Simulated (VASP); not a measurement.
Set up this calculation in VASP 6.6.1, as the native input.

- Task: electric field gradients
- Functional: PBEsol
- Potentials or basis: VASP PAW PBE potentials, release 64 (In_d, Pt)
- Cutoff: 520 eV
- k mesh: 10 × 10 × 10
- Occupations: fermi-dirac, width 0.05 eV
- Spin: no spin polarisation
- Dipole correction: no
- Further INCAR settings: ALGO = Normal; EDIFF = 1e-08; NBANDS = 30

The structure of InPt3 lies in POSCAR:

```
InPt3
1.0
    3.9880000000      0.0000000000      0.0000000000
    0.0000000000      3.9880000000      0.0000000000
    0.0000000000      0.0000000000      3.9880000000
In Pt
1 3
Direct
    0.0000000000      0.0000000000      0.0000000000
    0.5000000000      0.5000000000      0.0000000000
    0.0000000000      0.5000000000      0.5000000000
    0.5000000000      0.0000000000      0.5000000000
```

These files were run (other wordings do the same):

INCAR

```
SYSTEM = InPt3
  ALGO = Normal
  EDIFF = 1E-8
  ENCUT = 520
  GGA = PS
  ISIF = 2
  ISMEAR = -1
  LASPH = .True.
  LCHARG = .False.
  LEFG = .True.
  LREAL = .False.
  LWAVE = .False.
  NBANDS = 30
  NELM = 100
  PREC = Accurate
  SIGMA = 0.05
```

KPOINTS

```
k-points
0
Gamma
  10 10 10
  0 0 0
```

Potentials or basis: VASP PAW PBE potentials, release 64 (In_d, Pt).

Command:

```sh
$ cat potpaw_PBE.64/In_d/POTCAR potpaw_PBE.64/Pt/POTCAR > POTCAR
$ mpirun -np 1 vasp_std > vasp.out
```

Results of the run:

- Pressure: 0.7 GPa

Caveat: without QUAD_EFG the Cq values of the log hold for a quadrupole moment of 1 mb, not for the nuclei; the PAW data sets were made with another functional, which shifts forces and pressure a little.

Run time: 2.4 min on 1 thread of AMD EPYC 7571 (shared host), peak memory 0.2 GiB.
